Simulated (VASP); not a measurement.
AlN:

```
CELL_PARAMETERS angstrom
3.11200 0.00000 0.00000
-1.55600 2.69507 0.00000
0.00000 0.00000 4.98200
ATOMIC_POSITIONS crystal
Al 0.33333 0.66667 0.00000
Al 0.66667 0.33333 0.50000
N 0.33333 0.66667 0.50000
N 0.66667 0.33333 0.00000
```

| Property | Result |
| --- | --- |
| Program | VASP 6.6.1 |
| Task | relaxation of cell and atoms |
| Functional | LDA |
| Potentials or basis | VASP PAW LDA potentials, release 64 (Al, N) |
| Cutoff | 600 eV |
| k mesh | 9 × 9 × 6 |
| Occupations | gaussian, width 0.02 eV |
| Spin | no spin polarisation |

At the start: pressure 4.4 GPa; volume 10.45 Å³/atom.

Q: Where does the relaxation end?

A: Over 13 steps the energy falls by 176.1 meV/atom and the volume is 9.55 Å³/atom (-8.6 %); space group P6_3/mmc (No. 194, to 0.1 Å) before and after.

The path:
| step | energy change (eV) | largest force (eV/Å) | pressure (GPa) | volume (Å³) |
| --- | --- | --- | --- | --- |
| 1 | 0.0000 | 0.0000 | 4.43 | 41.78 |
| 2 | -0.2246 | 0.0000 | -13.72 | 43.44 |
| 3 | -0.2242 | 0.0000 | -13.27 | 43.39 |
| 4 | -0.4559 | 0.0000 | -11.68 | 41.66 |
| 5 | -0.4321 | 0.0000 | 15.59 | 36.18 |
| 6 | -0.6454 | 0.0000 | -7.48 | 39.85 |
| 7 | -0.6838 | 0.0000 | 1.87 | 37.84 |
| 8 | -0.6999 | 0.0000 | -2.82 | 38.69 |
| 9 | -0.7010 | 0.0000 | -2.07 | 38.53 |
| 10 | -0.7009 | 0.0000 | -1.54 | 38.43 |
| 11 | -0.7042 | 0.0000 | -0.15 | 38.22 |
| 12 | -0.7043 | 0.0000 | 0.12 | 38.18 |
| 13 | -0.7043 | 0.0000 | 0.02 | 38.20 |

Final structure:
```
Al N
1.0
     3.27916    0.00000    0.00000
    -1.63958    2.83984    0.00000
     0.00000    0.00000    4.10211
Al N
2 2
Direct
  0.33333 0.66667 0.00000
  0.66667 0.33333 0.50000
  0.33333 0.66667 0.50000
  0.66667 0.33333 0.00000
```

Caveat: a cell axis changed by over 15 % at a fixed basis, so the end point is rough.
